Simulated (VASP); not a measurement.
# As2S (P6_3/mmc) in VASP: single point with r2SCAN

Aim: the single point of As2S with r2SCAN.

All numbers are computed with VASP 6.6.1; they aren't measurements. Logs are shortened: lines on timing, memory, paths and dates and some standing lists are left out, and cuts for length are marked.

**1. The cell of the first run**

The structure is hexagonal, space group P6_3/mmc (No. 194). The conventional cell has a = 3.611 Å, b = 3.611 Å, c = 10.522 Å, α = 90.00°, β = 90.00°, γ = 120.00°. As (site symmetry 3m) has 3 As at 2.58 Å and 4 S at 2.80 to 3.39 Å within 3.4 Å. Within 3.7 Å of S (site symmetry -6m2) lie 8 As at 2.80 to 3.39 Å and 6 S at 3.61 Å.

**2. Single point, r2SCAN**

Contents of POSCAR:

```
As2S
1.0
    3.6114960420      0.0000000000      0.0000000000
   -1.8057480210      3.1276473180      0.0000000000
    0.0000000000      0.0000000000     10.5218072207
As S
4 2
Direct
    0.3333333333      0.6666666667      0.5724204381
    0.6666666667      0.3333333333      0.0724204381
    0.3333333333      0.6666666667      0.9275795619
    0.6666666667      0.3333333333      0.4275795619
    0.3333333333      0.6666666667      0.2500000000
    0.6666666667      0.3333333333      0.7500000000
```

Contents of INCAR.step1:

```
  PREC = Accurate
  ENCUT = 520
  ISMEAR = 0
  SIGMA = 0.1
  LREAL = False
  LASPH = True
  NELM = 80
  NBANDS = 25
  GGA = PE
  ALGO = Normal
  EDIFF = 1E-4
  LWAVE = True
  LCHARG = False
```

Contents of INCAR.step2:

```
  PREC = Accurate
  ENCUT = 520
  EDIFF = 1E-7
  ISMEAR = 0
  SIGMA = 0.1
  LREAL = False
  LASPH = True
  NELM = 80
  ALGO = Normal
  ISIF = 2
  LWAVE = False
  LCHARG = False
  METAGGA = R2SCAN
  LMIXTAU = True
  NBANDS = 25
  ISTART = 1
```

Contents of KPOINTS:

```
regular mesh
0
Gamma
  12 12 4
```

Potentials or basis: VASP PAW PBE potentials, release 64 (As, S).

On the command line:

```sh
cat potpaw_PBE.64/As/POTCAR potpaw_PBE.64/S/POTCAR > POTCAR
cp INCAR.step1 INCAR
mpirun -np 1 vasp_std > vasp.out
cp INCAR.step2 INCAR
mpirun -np 1 vasp_std > vasp.out
```

OUTCAR:

```text
PREC = Accurate
   ENCUT = 520
   EDIFF = 1E-7
   ISMEAR = 0
   LREAL = False
   LASPH = True
   NELM = 80
   ISIF = 2
   METAGGA = R2SCAN
   ISTART = 1

 ion  position               nearest neighbor table
   1  0.333  0.667  0.572-   4 2.58   4 2.58   4 2.58   6 2.80   6 2.80   6 2.80
   2  0.667  0.333  0.072-   3 2.58   3 2.58   3 2.58   5 2.80   5 2.80   5 2.80
   3  0.333  0.667  0.928-   2 2.58   2 2.58   2 2.58   6 2.80   6 2.80   6 2.80
   4  0.667  0.333  0.428-   1 2.58   1 2.58   1 2.58   5 2.80   5 2.80   5 2.80
   5  0.333  0.667  0.250-   2 2.80   4 2.80   2 2.80   4 2.80   2 2.80   4 2.80
   6  0.667  0.333  0.750-   1 2.80   3 2.80   1 2.80   3 2.80   1 2.80   3 2.80

  LATTYP: Found a hexagonal cell.
 ALAT       =     3.6114960420
 C/A-ratio  =     2.9134206706

  Lattice vectors:

 A1 = (   3.6114960420,   0.0000000000,   0.0000000000)
 A2 = (  -1.8057480210,   3.1276473180,   0.0000000000)
 A3 = (   0.0000000000,   0.0000000000,  10.5218072207)

Analysis of symmetry for initial positions (statically):
=====================================================================
 Subroutine PRICEL returns:
 Original cell was already a primitive cell.

 Routine SETGRP: Setting up the symmetry group for a
 hexagonal supercell.

 Subroutine GETGRP returns: Found 24 space group operations
 (whereof 12 operations were pure point group operations)
 out of a pool of 24 trial point group operations.

The static configuration has the point symmetry D_3d.
 The point group associated with its full space group is D_6h.

Analysis of symmetry for dynamics (positions and initial velocities):
=====================================================================
 Subroutine PRICEL returns:
 Original cell was already a primitive cell.

 Routine SETGRP: Setting up the symmetry group for a
 hexagonal supercell.

 Subroutine GETGRP returns: Found 24 space group operations
 (whereof 12 operations were pure point group operations)
 out of a pool of 24 trial point group operations.

The dynamic configuration has the point symmetry D_3d.
 The point group associated with its full space group is D_6h.

 Subroutine INISYM returns: Found 24 space group operations
 (whereof 12 operations are pure point group operations),
 and found     1 'primitive' translations

----------------------------------------------------------------------------------------

                                     Primitive cell

  volume of cell :     118.8489

  direct lattice vectors                    reciprocal lattice vectors
     3.611496042  0.000000000  0.000000000     0.276893561  0.159864572  0.000000000
[... 100 lines left out ...]
   ISIF   =      2    stress and relaxation
   ISYM   =      2    0-nonsym 1-usesym 2-fastsym
   POTIM  = 0.5000    time-step for ionic-motion
   TEBEG  =    0.0;   TEEND  =   0.0 temperature during run
   PSTRESS=    0.0 pullay stress
   NELECT =      32.0000    total number of electrons
   NUPDOWN=      -1.0000    fix difference up-down
   EMIN   =  10.00;   EMAX   =-10.00  energy-range for DOS
   EFERMI =   0.00;   METHOD = LEGACY
   ISMEAR =     0;   SIGMA  =   0.10  broadening in eV -4-tet -1-fermi 0-gaus
   EFERMI_NEDOS =   21; number of points for ismear=-14 and -15
   IALGO  =     38    algorithm
   IMIX   =      4    mixing-type and parameters
     AMIX     =   0.40;   BMIX     =  1.00
     AMIX_MAG =   1.60;   BMIX_MAG =  1.00
  volume/ion in A,a.u.               =      19.81       133.67
  Fermi-wavevector in a.u.,A,eV,Ry     =   1.057125  1.997677 15.204695  1.117514
  Thomas-Fermi vector in A             =   2.192386
   LORBIT       =      0    0 simple, 1 ext, 2 COOP (PROOUT), +10 PAW based schemes
   METAGGA = R2SCAN    functional components
   LHFCALC =     F    Hartree Fock is set to
   AEXX    =    0.0000 exact exchange contribution
   IVDW    =     0    specifies the selected vdW correction
   LEPSILON=     F    determine dielectric tensor
   LRPA    =     F    only Hartree local field effects (RPA)
 non-spin polarized calculation
 Gauss-broadening in eV      SIGMA  =   0.10
  energy-cutoff  :      520.00
  volume of cell :      118.85
 maximum number of plane-waves:      3219
 NGX is ok and might be reduce to    28
   NGX = 13   NGY = 13   NGZ = 39

 number of electron      32.0000003 magnetization

 Free energy of the ion-electron system (eV)
  ---------------------------------------------------
  ext. energy  EPLUGINS =         0.00000000
  ---------------------------------------------------
  free energy    TOTEN  =       -72.55855119 eV

  energy without entropy =      -72.54632235  energy(sigma->0) =      -72.55243677

 E-fermi :   5.4550     XC(G=0): -10.7260

 val. band max:        5.4477798714   @ k =   0.1667   0.0833   0.0000
 cond. band min:       5.4616149288   @ k =   0.3333   0.0000   0.0000
 fundamental gap:      0.0138350574
 Fermi energy:         5.4549704070

 k-point     1 :       0.0000    0.0000    0.0000
  band No.  band energies     occupation
      1     -10.5018      2.00000
      2      -9.3790      2.00000
      3      -9.1556      2.00000
      4      -6.6592      2.00000
      5      -4.2236      2.00000
      6      -1.3354      2.00000
[... 661 lines left out ...]
     24       9.8786      0.00000
     25      12.3104      0.00000

 [... further k-points ...]

------------------------ aborting loop because EDIFF is reached ----------------------------------------

  FORCE on cell =-STRESS in cart. coord.  units (eV):
  Direction    XX          YY          ZZ          XY          YZ          ZX
  --------------------------------------------------------------------------------------
  -------------------------------------------------------------------------------------
  Total       -0.0480804     -0.0480804     -0.0957387      0.0000000      0.0000000      0.0000000
  in kB       -0.6481621     -0.6481621     -1.2906333      0.0000000      0.0000000      0.0000000
  external PRESSURE =      -0.8623192 kB  Pullay stress =       0.0000000 kB

 VOLUME and BASIS-vectors are now :
 -----------------------------------------------------------------------------
  energy-cutoff  :      520.00
  volume of cell :      118.85
      direct lattice vectors                 reciprocal lattice vectors
     3.611496042  0.000000000  0.000000000     0.276893561  0.159864572  0.000000000
    -1.805748021  3.127647318  0.000000000     0.000000000  0.319729144  0.000000000
     0.000000000  0.000000000 10.521807221     0.000000000  0.000000000  0.095040707

 POSITION                                       TOTAL-FORCE (eV/Angst)
 -----------------------------------------------------------------------------------
     -0.00000      2.08510      6.02290        -0.000000     -0.000000      0.018737
      1.80575      1.04255      0.76199         0.000000     -0.000000      0.018737
     -0.00000      2.08510      9.75981        -0.000000     -0.000000     -0.018737
      1.80575      1.04255      4.49891         0.000000      0.000000     -0.018737
     -0.00000      2.08510      2.63045        -0.000000      0.000000      0.000000
      1.80575      1.04255      7.89136         0.000000     -0.000000      0.000000
 -----------------------------------------------------------------------------------
    total drift:                               -0.000000      0.000000     -0.000000

  FREE ENERGIE OF THE ION-ELECTRON SYSTEM (eV)
  ---------------------------------------------------
  free  energy   TOTEN  =       -72.5585511944 eV

  energy  without entropy=      -72.5463223518  energy(sigma->0) =      -72.55243677
```

OUTCAR.step1:

```text
PREC = Accurate
   ENCUT = 520
   ISMEAR = 0
   LREAL = False
   LASPH = True
[... 911 lines left out ...]
     -0.00000      2.08510      9.75981         0.000000     -0.000000     -0.295833
      1.80575      1.04255      4.49891         0.000000     -0.000000     -0.295833
     -0.00000      2.08510      2.63045        -0.000000      0.000000      0.000000
      1.80575      1.04255      7.89136         0.000000      0.000000      0.000000
 -----------------------------------------------------------------------------------
    total drift:                               -0.000000      0.000000     -0.000000

  FREE ENERGIE OF THE ION-ELECTRON SYSTEM (eV)
  ---------------------------------------------------
  free  energy   TOTEN  =       -24.9916779662 eV

  energy  without entropy=      -24.9766260126  energy(sigma->0) =      -24.98415199
```

OSZICAR.step1:

```text
N       E                     dE             d eps       ncg     rms          rms(c)
DAV:   1     0.133762958080E+03    0.13376E+03   -0.13123E+04  2850   0.110E+03
DAV:   2    -0.149173088728E+02   -0.14868E+03   -0.13985E+03  3829   0.178E+02
DAV:   3    -0.250681183869E+02   -0.10151E+02   -0.99291E+01  3614   0.478E+01
DAV:   4    -0.252043440815E+02   -0.13623E+00   -0.13589E+00  3214   0.634E+00
DAV:   5    -0.252065358338E+02   -0.21918E-02   -0.21909E-02  3351   0.825E-01    0.101E+01
DAV:   6    -0.249878695767E+02    0.21867E+00   -0.39308E-01  3351   0.381E+00    0.619E+00
DAV:   7    -0.249906097965E+02   -0.27402E-02   -0.16719E-01  3048   0.201E+00    0.121E+00
DAV:   8    -0.249917082667E+02   -0.10985E-02   -0.11382E-02  3135   0.513E-01    0.280E-01
DAV:   9    -0.249915238190E+02    0.18445E-03   -0.98745E-04  3345   0.198E-01    0.129E-01
DAV:  10    -0.249916962239E+02   -0.17240E-03   -0.57033E-04  3089   0.128E-01    0.234E-02
DAV:  11    -0.249916779662E+02    0.18258E-04   -0.85104E-05  1450   0.503E-02
   1 F= -.24991678E+02 E0= -.24984152E+02  d E =-.150520E-01
```

It took 21 min on 1 thread of Intel Xeon 8259CL, shared host; peak memory 0.34 GiB.

What came out:

```
Free energy            : -72.5586 eV
Pressure               : -0.1 GPa
Largest force          : 0.019 eV/Å
Band gap on the k mesh : zero (bands 16 and 17 overlap by 1.06 eV)
```

Forces on the atoms (eV/Å):
```
As   0.000  0.000  0.019
As   0.000  0.000  0.019
As   0.000  0.000 -0.019
As   0.000  0.000 -0.019
S    0.000  0.000  0.000
S    0.000  0.000  0.000
```

Caveat: the PAW data sets were made with another functional, which shifts forces and pressure a little.
